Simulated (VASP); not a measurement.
Write the native input for VASP 6.6.1 that does the following.

```yaml
Task: relaxation of cell and atoms
Functional: revPBE
Potentials_or_basis: VASP PAW PBE potentials, release 64 (Bi_d)
Cutoff: 600 eV
k_mesh: 8 × 8 × 8
Occupations: fermi-dirac, width 0.1 eV
Spin: no spin polarisation
Dipole_correction: no
Further_INCAR_settings: ALGO = Normal; EDIFF = 1e-07; IBRION = 2; EDIFFG = -0.01; NSW = 80; ISIF = 3
```

The structure of Bi lies in POSCAR:

```
Bi
1.0
    0.0000000000      3.5033007048      3.5033007048
    3.5033007048      0.0000000000      3.5033007048
    3.5033007048      3.5033007048      0.0000000000
Bi
2
Direct
    0.1250000000      0.1250000000      0.1250000000
    0.8750000000      0.8750000000      0.8750000000
```

This isn't the form of Bi at room conditions, which is rhombohedral.

One way to write it, as run:

INCAR

```
  PREC = Accurate
  ENCUT = 600
  EDIFF = 1E-7
  ISMEAR = -1
  SIGMA = 0.1
  LREAL = F
  LASPH = T
  NELM = 100
  ALGO = Normal
  ISIF = 3
  LWAVE = F
  LCHARG = F
  GGA = RE
  IBRION = 2
  NSW = 80
  EDIFFG = -0.01
```

KPOINTS

```
Automatic mesh
0
Gamma
  8 8 8
```

Potentials or basis: VASP PAW PBE potentials, release 64 (Bi_d).

Launch:

```sh
$ cat potpaw_PBE.64/Bi_d/POTCAR > POTCAR
$ mpirun -np 1 vasp_std > vasp.out
```

It gave:

```
Relaxed volume                        : 49.64 Å³/atom
Relaxed cell                          : a = 5.198 Å, b = 5.198 Å, c = 5.198 Å, α = 60.00°, β = 60.00°, γ = 60.00°
Space group after relaxing (to 0.1 Å) : Fd-3m (No. 227)
Energy gained by relaxing             : 98.1 meV/atom
Ionic steps                           : 3
Pressure after relaxing               : 0.0 GPa
Band gap on the k mesh                : zero (bands 15 and 16 overlap by 0.88 eV)
```

Caveat: the volume moved by over 15 % at a fixed basis, so the end points are rough; the PAW data sets were made with another functional, which shifts forces and pressure a little; spin-orbit coupling is left out, which moves the levels of the heavy elements.

Wall time 4.1 min on 1 thread of Intel Xeon 8259CL, on a shared host, peak memory 0.27 GiB.
